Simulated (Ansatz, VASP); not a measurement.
Two plane-wave programs on NiTe

```xyz
4
Lattice="10.0000 0.0000 0.0000 0.0000 10.0000 0.0000 0.0000 0.0000 10.0000" Properties=species:S:1:pos:R:3 pbc="T T T"
Ni    5.0000    5.0000    7.0173
Ni    5.0000    5.0000    2.9827
Te    6.5962    5.0000    5.0000
Te    3.4038    5.0000    5.0000
```

Alike in both runs: task single point; functional PBE; k mesh 1 × 1 × 1; collinear spin.

```csv
,VASP,Ansatz
version,VASP 6.6.1,Ansatz development build ahead of 0.2.0
potentials or method,"VASP PAW PBE potentials, release 64 (Ni, Te)","PAW (an earlier, plane waves, scalar-relativistic"
plane-wave cutoff (eV),520,920
occupations,"fermi-dirac, width 0.1 eV",fermi-dirac
```

Ansatz gave:

```
net moment per atom (μB)                                      : 0.50
size of the moment on the site where the two differ most (μB) : 0.70
```

Problem. Estimate VASP's values.

Solution. net moment per atom (μB): 0.00; size of the moment on the site where the two differ most (μB): 0.38.

The net moments are unlike, so the other rows may belong to different states. Site moments also hang on the region over which each program counts them. Ansatz's warnings: seeded moment not kept.

Spin-orbit coupling is off throughout.
